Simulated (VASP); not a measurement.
Write the native input for VASP 6.6.1 that does the following.

```
Task                   : single point
Functional             : PBE
Potentials or basis    : VASP PAW PBE potentials, release 64 (Ru_pv, S)
Cutoff                 : 520 eV
k mesh                 : 6 × 6 × 4
Occupations            : gaussian, width 0.1 eV
Spin                   : no spin polarisation
Dipole correction      : no
Further INCAR settings : ALGO = Normal; EDIFF = 1e-06; NBANDS = 20
```

The structure of RuS2 lies in POSCAR:

```
RuS2
1.0
    4.2211414877      0.0000000000      0.0000000000
   -2.1105707439      3.6556157613      0.0000000000
    0.0000000000      0.0000000000      2.8290858947
Ru S
1 2
Direct
    0.0000000000      0.0000000000      0.0000000000
    0.3333333333      0.6666666667      0.5000000000
    0.6666666667      0.3333333333      0.5000000000
```

The input as run:

INCAR

```
PREC     = Accurate       # precision mode
ENCUT    = 520            # plane-wave cutoff, eV
EDIFF    = 1E-6           # SCF threshold, eV
ISMEAR   = 0              # smearing method
SIGMA    = 0.1            # smearing width, eV
LREAL    = F              # projectors in reciprocal space
LASPH    = T              # aspherical terms in the spheres
NELM     = 60             # most SCF steps
ALGO     = Normal         # electronic algorithm
ISIF     = 2              # what is computed and relaxed
LWAVE    = F              # write WAVECAR
LCHARG   = F              # write CHGCAR
GGA      = PE             # functional
NBANDS   = 20             # bands
```

KPOINTS

```
Automatic mesh
0
Gamma
  6 6 4
```

Potentials or basis: VASP PAW PBE potentials, release 64 (Ru_pv, S).

Command:

```bash
$ cat potpaw_PBE.64/Ru_pv/POTCAR potpaw_PBE.64/S/POTCAR > POTCAR
$ mpirun -np 1 vasp_std > vasp.out
```

Results of the run:

- Pressure: 0.0 GPa
- Band gap on the k mesh: zero (bands 13 and 14 overlap by 1.30 eV)

Caveat: the k points lie up to 0.56 Å⁻¹ apart, too coarse for converged energies and pressures of a metal.

Wall time 16 s on 1 thread of Intel Xeon 8259CL, with other jobs on the host, peak memory 0.17 GiB.
